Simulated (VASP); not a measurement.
The system is LiH.

```
Li H
1.0
     2.50166    0.00000    0.00000
     0.00000    2.50166    0.00000
     0.00000    0.00000    2.50166
Li H
1 1
Direct
  0.00000 0.00000 0.00000
  0.50000 0.50000 0.50000
```

Base run:

```yaml
Program: VASP 6.6.1
Functional: PBE
Potentials_or_basis: VASP PAW PBE potentials, release 64 (Li_sv, H)
Cutoff: 520 eV
k_mesh: 6 × 6 × 6
Occupations: gaussian, width 0.01 eV
Spin: no spin polarisation
```

Its results: band gap on the k mesh 0.72 eV, indirect (least direct gap 4.20 eV).

**Question.** The run is repeated on the same cell with these changes: functional from PBE to r2SCAN; k mesh from 6 × 6 × 6 to 10 × 10 × 10. What comes out?

**Answer.** Band gap on the k mesh 1.30 eV, indirect (least direct gap 4.89 eV).

Several settings changed at once, so the effect can't be laid on one alone.

A k mesh can miss the band edges.
